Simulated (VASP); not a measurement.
# Al15GaN16 (a cell with a defect) in VASP: notebook

The runs below take Al15GaN16 (a cell with a defect) through single point, with HSE06, r2SCAN.

Everything below comes from runs of VASP 6.6.1. Logs are shortened: lines on timing, memory, paths and dates and some standing lists are left out, and cuts for length are marked.

### Step 1. The cell of the first run

The cell holds a defect, 32 atoms: a = 6.260 Å, b = 6.260 Å, c = 10.035 Å, α = 90.00°, β = 90.00°, γ = 120.00°.

### Step 2. Single point, HSE06

Input file POSCAR:

```
Al15GaN16
1.0
    6.2595139128      0.0000000578      0.0000000000
   -3.1297570064      5.4208980350      0.0000000000
    0.0000000000      0.0000000000     10.0348065929
Al Ga N
15 1 16
Direct
    0.3347338398      0.1672689879      0.2485687302
    0.3349345994      0.1672524567      0.7507160543
    0.1674125699      0.3348039468      0.9995708558
    0.3353054370      0.6683613951      0.2484337840
    0.1676456899      0.8352245220      0.4999024253
    0.3350759694      0.6688336626      0.7508429435
    0.1671292516      0.8346150846      0.9997802952
    0.8336150360      0.1667212816      0.2483792899
    0.6667827233      0.3343463237      0.4998087816
    0.8334531910      0.1672759320      0.7508365975
    0.6676216864      0.3350576733      0.9997515420
    0.8347026929      0.6673737780      0.2496200084
    0.6681996238      0.8340522807      0.5001184388
    0.8345118888      0.6674721407      0.7497185508
    0.6676844937      0.8344200222      0.9996206546
    0.1662724683      0.3358608407      0.4993696884
    0.3359245066      0.1660419577      0.4377927722
    0.1688635058      0.3331085101      0.1895525809
    0.3332421780      0.1689462028      0.9401865107
    0.1689196517      0.3334759954      0.6950985669
    0.3386238001      0.6780732889      0.4378324777
    0.1685856823      0.8328002466      0.1890927596
    0.3332158174      0.6696598205      0.9403161783
    0.1690268268      0.8332079260      0.6896743587
    0.8243046197      0.1637833535      0.4377899113
    0.6692138450      0.3335270583      0.1890465994
    0.8324205240      0.1687787812      0.9402386042
    0.6688176245      0.3329408315      0.6895828598
    0.8333791463      0.6686348531      0.4397122798
    0.6694882092      0.8325514177      0.1888554361
    0.8330341217      0.6689708534      0.9392620693
    0.6690555433      0.8332723805      0.6899463514
```

Input file INCAR.step1:

```
SYSTEM = Al15GaN16
PREC = Accurate
ENCUT = 520
EDIFF = 1E-5
ISMEAR = -1
SIGMA = 0.01
LREAL = Auto
LASPH = .True.
NELM = 120
ALGO = Normal
ISIF = 2
LWAVE = .True.
LCHARG = .False.
NBANDS = 91
GGA = PE
GGA_COMPAT = .False.
ISYM = -1
```

Input file INCAR.step2:

```
SYSTEM = Al15GaN16
PREC = Accurate
ENCUT = 520
EDIFF = 1E-6
ISMEAR = -1
SIGMA = 0.01
LREAL = Auto
LASPH = .True.
NELM = 120
ALGO = Normal
ISIF = 2
LWAVE = .False.
LCHARG = .False.
GGA = PE
LHFCALC = .True.
HFSCREEN = 0.2079
PRECFOCK = Fast
NBANDS = 91
ISTART = 1
GGA_COMPAT = .False.
ISYM = -1
```

Input file KPOINTS:

```
explicit points
1
Reciprocal
  0.25000000   0.25000000   0.25000000 1
```

Potentials or basis: VASP PAW PBE potentials, release 64 (Al, Ga_d, N).

Launch:

```console
cat potpaw_PBE.64/Al/POTCAR potpaw_PBE.64/Ga_d/POTCAR potpaw_PBE.64/N/POTCAR > POTCAR
cp INCAR.step1 INCAR
mpirun -np 1 vasp_std > vasp.out
cp INCAR.step2 INCAR
mpirun -np 1 vasp_std > vasp.out
```

OUTCAR:

```text
SYSTEM = Al15GaN16
   PREC = Accurate
   ENCUT = 520
   EDIFF = 1E-6
   ISMEAR = -1
   LREAL = Auto
   LASPH = .True.
   NELM = 120
   ISIF = 2
   GGA = PE
   LHFCALC = .True.
   HFSCREEN = 0.2079
   PRECFOCK = Fast
   ISTART = 1
   ISYM = -1

 ion  position               nearest neighbor table
   1  0.335  0.167  0.249-  18 1.89  17 1.90  22 1.91  26 1.91   7 3.08  11 3.08   3 3.09   9 3.10
                             5 3.10  16 3.11   8 3.12   4 3.12  12 3.13  12 3.13   4 3.13   8 3.14
   2  0.335  0.167  0.751-  20 1.89  19 1.90  28 1.91  24 1.91  11 3.08   7 3.08   3 3.09   5 3.09
                             9 3.09  16 3.12   6 3.12  10 3.12  14 3.13  14 3.13  10 3.14   6 3.14
   3  0.167  0.335  1.000-  19 1.89  18 1.91  23 1.91  27 1.91   4 3.08  10 3.08   8 3.08   6 3.08
                             2 3.09   1 3.09  11 3.13  15 3.13   7 3.13   7 3.13  15 3.13  11 3.13
   4  0.335  0.668  0.248-  22 1.89  21 1.90  30 1.91  18 1.91  15 3.08   3 3.08   7 3.08  16 3.10
                            13 3.10   5 3.11   8 3.12   1 3.12  12 3.13  12 3.13   1 3.13   8 3.14
   5  0.168  0.835  0.500-  21 1.89  17 1.90  24 1.90  29 1.91  14 3.09  12 3.09   2 3.09   1 3.10
                             6 3.10   4 3.11  16 3.12  13 3.12   9 3.12   9 3.14  13 3.14  16 3.14
   6  0.335  0.669  0.751-  24 1.89  23 1.90  20 1.90  32 1.91  15 3.08   3 3.08   7 3.08  13 3.10
                             5 3.10  16 3.10  10 3.12   2 3.12  14 3.13  14 3.13   2 3.14  10 3.14
   7  0.167  0.835  1.000-  23 1.89  22 1.90  19 1.91  31 1.91   1 3.08   2 3.08   4 3.08   6 3.08
                            12 3.09  14 3.09  15 3.13  11 3.13   3 3.13   3 3.13  11 3.13  15 3.13
   8  0.834  0.167  0.248-  26 1.89  25 1.90  30 1.91  18 1.91  15 3.08   3 3.08  11 3.08  16 3.10
                            13 3.10   9 3.11   4 3.12   1 3.12  12 3.13  12 3.13   1 3.14   4 3.14
   9  0.667  0.334  0.500-  25 1.88  17 1.90  28 1.90  29 1.91  14 3.09  12 3.09   2 3.09   1 3.10
                            10 3.10   8 3.11  16 3.12  13 3.12   5 3.12   5 3.14  13 3.14  16 3.14
  10  0.833  0.167  0.751-  28 1.89  27 1.90  20 1.90  32 1.91  15 3.08   3 3.08  11 3.08  13 3.10
                             9 3.10  16 3.10   6 3.12   2 3.12  14 3.13  14 3.13   2 3.14   6 3.14
  11  0.668  0.335  1.000-  27 1.89  26 1.90  19 1.91  31 1.91   1 3.08   2 3.08   8 3.08  10 3.08
                            12 3.09  14 3.09  15 3.13   7 3.13   3 3.13   3 3.13   7 3.13  15 3.13
  12  0.835  0.667  0.250-  30 1.89  29 1.91  26 1.91  22 1.91  11 3.09   7 3.09   9 3.09   5 3.09
                            15 3.09  13 3.10   4 3.13   8 3.13   1 3.13   1 3.13   4 3.13   8 3.13
  13  0.668  0.834  0.500-  29 1.89  21 1.89  25 1.89  32 1.90  14 3.09  12 3.10   6 3.10  10 3.10
                             8 3.10   4 3.10   5 3.12   9 3.12  16 3.13  16 3.13   9 3.14   5 3.14
  14  0.835  0.667  0.750-  32 1.89  31 1.90  24 1.91  28 1.91  13 3.09  11 3.09   5 3.09   7 3.09
                             9 3.09  15 3.09  10 3.13   6 3.13   2 3.13   2 3.13   6 3.13  10 3.13
  15  0.668  0.834  1.000-  31 1.89  30 1.90  27 1.91  23 1.91   8 3.08   4 3.08   6 3.08  10 3.08
                            14 3.09  12 3.09  11 3.13   7 3.13   3 3.13   3 3.13   7 3.13  11 3.13
  16  0.166  0.336  0.499-  17 1.94  25 1.95  21 1.96  20 1.96   4 3.10   8 3.10  10 3.10   6 3.10
                             1 3.11   2 3.12   5 3.12   9 3.12  13 3.13  13 3.13   9 3.14   5 3.14
  17  0.336  0.166  0.438-   9 1.90   5 1.90   1 1.90  16 1.94
  18  0.169  0.333  0.190-   1 1.89   3 1.91   8 1.91   4 1.91
  19  0.333  0.169  0.940-   3 1.89   2 1.90   7 1.91  11 1.91
  20  0.169  0.333  0.695-   2 1.89   6 1.90  10 1.90  16 1.96
  21  0.339  0.678  0.438-   5 1.89  13 1.89   4 1.90  16 1.96
  22  0.169  0.833  0.189-   4 1.89   7 1.90   1 1.91  12 1.91
[... 8 lines left out ...]
  31  0.833  0.669  0.939-  15 1.89  14 1.90  11 1.91   7 1.91
  32  0.669  0.833  0.690-  14 1.89  13 1.90   6 1.91  10 1.91

IMPORTANT INFORMATION: All symmetrisations will be switched off!
NOSYMM: (Re-)initialisation of all symmetry stuff for point group C_1.

----------------------------------------------------------------------------------------

                                     Primitive cell

  volume of cell :     340.5029

  direct lattice vectors                    reciprocal lattice vectors
     6.259513913  0.000000058  0.000000000     0.159756813  0.092235641  0.000000000
    -3.129757006  5.420898035  0.000000000    -0.000000002  0.184471279  0.000000000
     0.000000000  0.000000000 10.034806593     0.000000000  0.000000000  0.099653141

  length of vectors
     6.259513913  6.259513913 10.034806593     0.184471279  0.184471279  0.099653141

  position of ions in fractional coordinates (direct lattice)
     0.334733840  0.167268988  0.248568730
     0.334934599  0.167252457  0.750716054
     0.167412570  0.334803947  0.999570856
     0.335305437  0.668361395  0.248433784
     0.167645690  0.835224522  0.499902425
     0.335075969  0.668833663  0.750842943
[... 24 lines left out ...]
     0.833034122  0.668970853  0.939262069
     0.669055543  0.833272380  0.689946351

  ion indices of the primitive-cell ions
   primitive index   ion index
                 1           1
                 2           2
                 3           3
                 4           4
                 5           5
                 6           6
[... 24 lines left out ...]
                31          31
                32          32

----------------------------------------------------------------------------------------

 KPOINTS: explicit points

Read explicit list of k-points.

 Found      1 k-points:

 Following reciprocal coordinates:
            Coordinates               Weight
  0.250000  0.250000  0.250000      1.000000
   k-points           NKPTS =      1   k-points in BZ     NKDIM =      1   number of bands    NBANDS=     91
   number of dos      NEDOS =    301   number of ions     NIONS =     32
   total plane-waves  NPLWV = 184320
   dimension x,y,z NGX =    48 NGY =   48 NGZ =   80
   dimension x,y,z NGXF=    96 NGYF=   96 NGZF=  160
   ions per type =              15   1  16
   NGX,Y,Z   is equivalent  to a cutoff of  12.75, 12.75, 13.25 a.u.
   NGXF,Y,Z  is equivalent  to a cutoff of  25.50, 25.50, 26.51 a.u.
 SYSTEM =  Al15GaN16
   PREC   = accura    normal or accurate (medium, high low for compatibility)
   ISTART =      1    job   : 0-new  1-cont  2-samecut
   ICHARG =      0    charge: 1-file 2-atom 10-const
   ISPIN  =      1    spin polarized calculation?
   LNONCOLLINEAR =      F non collinear calculations
   LSORBIT =      F    spin-orbit coupling
   LASPH  =      T    aspherical Exc in radial PAW
   ENCUT  =  520.0 eV  38.22 Ry    6.18 a.u.  11.64 11.64 18.66*2*pi/ulx,y,z
   NELM   =    120;   NELMIN=  2; NELMDL=  0     # of ELM steps
   EDIFF  = 0.1E-05   stopping-criterion for ELM
   LREAL  =      T    real-space projection
   EDIFFG = 0.1E-04   stopping-criterion for IOM
   NSW    =      0    number of steps for IOM
   IBRION =     -1    ionic relax: 0-MD 1-quasi-New 2-CG
   NFREE  =      0    steps in history (QN), initial steepest desc. (CG)
   ISIF   =      2    stress and relaxation
   ISYM   =     -1    0-nonsym 1-usesym 2-fastsym
   POTIM  = 0.5000    time-step for ionic-motion
   TEBEG  =    0.0;   TEEND  =   0.0 temperature during run
   PSTRESS=    0.0 pullay stress
   NELECT =     138.0000    total number of electrons
   NUPDOWN=      -1.0000    fix difference up-down
   EMIN   =  10.00;   EMAX   =-10.00  energy-range for DOS
   EFERMI =   0.00;   METHOD = LEGACY
   ISMEAR =    -1;   SIGMA  =   0.01  broadening in eV -4-tet -1-fermi 0-gaus
   EFERMI_NEDOS =   21; number of points for ismear=-14 and -15
   IALGO  =     38    algorithm
   IMIX   =      1    mixing-type and parameters
     AMIX     =   0.40;   BMIX     =  1.00
     AMIX_MAG =   1.60;   BMIX_MAG =  1.00
  volume/ion in A,a.u.               =      10.64        71.81
  Fermi-wavevector in a.u.,A,eV,Ry     =   1.211512  2.289425 19.970092  1.467760
  Thomas-Fermi vector in A             =   2.347025
   LORBIT       =      0    0 simple, 1 ext, 2 COOP (PROOUT), +10 PAW based schemes
   GGA     = PE    functional components
   LHFCALC =     T    Hartree Fock is set to
   PRECFOCK=fast      Normal, Fast or Accurate (Low or Medium for compatibility)
   ENCUT4O =  -1.0   cutoff for four orbital integrals eV
   NKREDX  =     1    reduce k-point grid by
   NKREDY  =     1    reduce k-point grid by
   NKREDZ  =     1    reduce k-point grid by
   AEXX    =    0.2500 exact exchange contribution
   HFSCREEN=    0.2079 screening length (either q_TF or 0.3 A-1)
   HFSCREENC=   0.2079 screening length for correlation (either q_TF or 0.3 A-1)
   ENCUTFOCK=  -1.0 apply spherical cutoff to Coloumb kernel
   IVDW    =     0    specifies the selected vdW correction
   LEPSILON=     F    determine dielectric tensor
   LRPA    =     F    only Hartree local field effects (RPA)
 non-spin polarized calculation
  energy-cutoff  :      520.00
  volume of cell :      340.50
 maximum number of plane-waves:      9148
 NGX is ok and might be reduce to    48
  NGX = 24; NGY = 24; NGZ = 40

 number of electron     138.0000001 magnetization

 Free energy of the ion-electron system (eV)
  ---------------------------------------------------
  ext. energy  EPLUGINS =         0.00000000
  ---------------------------------------------------
  free energy    TOTEN  =      -281.21806831 eV

  energy without entropy =     -281.21806831  energy(sigma->0) =     -281.21806831

 E-fermi :   4.8571     XC(G=0):  -9.0069

 val. band max:        4.5844895190   @ k =   0.2500   0.2500   0.2500
 cond. band min:      11.7716060494   @ k =   0.2500   0.2500   0.2500
 fundamental gap:      7.1871165304
 Fermi energy:         4.8570570067

 k-point     1 :       0.2500    0.2500    0.2500
  band No.  band energies     occupation
      1     -11.0581      2.00000
      2     -10.7431      2.00000
      3     -10.5838      2.00000
      4     -10.4840      2.00000
      5     -10.4341      2.00000
      6     -10.2122      2.00000
[... 73 lines left out ...]
     80      13.5298      0.00000
     81      13.5758      0.00000
 [bands above 81 left out]

------------------------ aborting loop because EDIFF is reached ----------------------------------------

  FORCE on cell =-STRESS in cart. coord.  units (eV):
  Direction    XX          YY          ZZ          XY          YZ          ZX
  --------------------------------------------------------------------------------------
  -------------------------------------------------------------------------------------
  Total       -9.7631219    -19.8683711     -2.7715277     -8.7454512      0.2621535      0.0935970
  in kB      -45.9386721    -93.4871646    -13.0409416    -41.1501997      1.2335179      0.4404045
  external PRESSURE =     -50.8222595 kB  Pullay stress =       0.0000000 kB

 VOLUME and BASIS-vectors are now :
 -----------------------------------------------------------------------------
  energy-cutoff  :      520.00
  volume of cell :      340.50
      direct lattice vectors                 reciprocal lattice vectors
     6.259513913  0.000000058  0.000000000     0.159756813  0.092235641  0.000000000
    -3.129757006  5.420898035  0.000000000    -0.000000002  0.184471279  0.000000000
     0.000000000  0.000000000 10.034806593     0.000000000  0.000000000  0.099653141

 POSITION                                       TOTAL-FORCE (eV/Angst)
 -----------------------------------------------------------------------------------
      1.57176      0.90675      2.49434         0.003501      0.001648      0.035036
      1.57307      0.90666      7.53329        -0.018259      0.005735      0.026814
      0.00007      1.81494     10.03050         0.016021     -0.015160      0.014123
      0.00704      3.62312      2.49298        -0.009395      0.030116      0.031323
     -1.56467      4.52767      5.01642         0.041934      0.011195     -0.008676
      0.00413      3.62568      7.53456        -0.002994     -0.007827      0.028741
[... 24 lines left out ...]
      3.12067      3.62642      9.42531        -0.007802      0.008396     -0.019892
      1.58002      4.51708      6.92348         0.003071     -0.007124     -0.013956
 -----------------------------------------------------------------------------------
    total drift:                                0.004187      0.011805      0.046766

  FREE ENERGIE OF THE ION-ELECTRON SYSTEM (eV)
  ---------------------------------------------------
  free  energy   TOTEN  =      -281.2180683095 eV

  energy  without entropy=     -281.2180683095  energy(sigma->0) =     -281.21806831
```

It took 5.2 min on 1 thread of Intel Xeon Platinum 8259CL at 2.50GHz (Skylake/Cascade Lake), shared host; peak memory 0.58 GiB.

Results:

```yaml
Free_energy: -281.2181 eV
Pressure: -5.1 GPa
Largest_force: 0.123 eV/Å
Band_gap_on_the_k_mesh: 7.19 eV
```

Forces in eV/Å, atoms in the order of the input:
```
Al   0.004  0.002  0.035
Al  -0.018  0.006  0.027
Al   0.016 -0.015  0.014
Al  -0.009  0.030  0.031
Al   0.042  0.011 -0.009
Al  -0.003 -0.008  0.029
Al   0.015 -0.007  0.025
Al  -0.025  0.001  0.033
Al   0.010 -0.033 -0.001
Al   0.012  0.001  0.026
Al   0.012 -0.017  0.029
Al  -0.007  0.007  0.014
Al  -0.024  0.020  0.003
Al  -0.008  0.012  0.024
Al   0.011 -0.006  0.024
Ga   0.010  0.002  0.015
N   -0.071  0.039  0.017
N    0.005 -0.003 -0.018
N   -0.009  0.005 -0.020
N    0.001 -0.006 -0.123
N   -0.018 -0.101  0.015
N   -0.001 -0.007 -0.031
N   -0.007  0.012 -0.026
N    0.004  0.005 -0.018
N    0.072  0.045  0.014
N    0.007 -0.004 -0.026
N   -0.016  0.007 -0.016
N   -0.002  0.001 -0.011
N   -0.003  0.004 -0.016
N    0.007 -0.005 -0.024
N   -0.008  0.008 -0.020
N    0.003 -0.007 -0.014
```

Stress tensor (GPa, compression positive):
```
-4.59 -4.12  0.04
-4.12 -9.35  0.12
 0.04  0.12 -1.30
```

Levels at points of the mesh, in eV from the valence-band top:
```csv
k point,band 67,band 68,band 69,band 70,band 71,band 72
"(0.25, 0.25, 0.25)",-0.38,-0.34,0.00,7.19,7.75,7.92
```

Caveat: the PAW data sets were made with another functional, which shifts forces and pressure a little.

[end of part 1 of 2]
